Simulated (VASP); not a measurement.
Crystal: CdSe.

```
CELL_PARAMETERS angstrom
0.00000 3.07027 3.07027
3.07027 0.00000 3.07027
3.07027 3.07027 0.00000
ATOMIC_POSITIONS crystal
Cd 0.00000 0.00000 0.00000
Se 0.25000 0.25000 0.25000
```

| Property | Result |
| --- | --- |
| Program | VASP 6.6.1 |
| Task | relaxation of cell and atoms |
| Functional | BLYP |
| Potentials or basis | VASP PAW PBE potentials, release 64 (Cd, Se) |
| Cutoff | 600 eV |
| k mesh | 8 × 8 × 8 |
| Occupations | fermi-dirac, width 0.05 eV |
| Spin | no spin polarisation |

At the start: pressure 4.4 GPa; volume 28.94 Å³/atom.

Q: How do energy, volume and symmetry change on relaxing?

A: Over 3 steps the energy falls by 34.8 meV/atom and the volume is 31.72 Å³/atom (+9.6 %); space group F-43m (No. 216, to 0.05 Å).

Step by step:
```tsv
step	energy change (eV)	largest force (eV/Å)	pressure (GPa)	volume (Å³)
1	0.0000	0.0000	4.36	57.88
2	-0.0667	0.0000	-0.73	64.74
3	-0.0697	0.0000	0.01	63.44
```

Final structure:
```
CELL_PARAMETERS angstrom
0.00000 3.16551 3.16551
3.16551 0.00000 3.16551
3.16551 3.16551 0.00000
ATOMIC_POSITIONS crystal
Cd 0.00000 0.00000 0.00000
Se 0.25000 0.25000 0.25000
```

Caveat: the PAW data sets were made with another functional, which shifts forces and pressure a little.
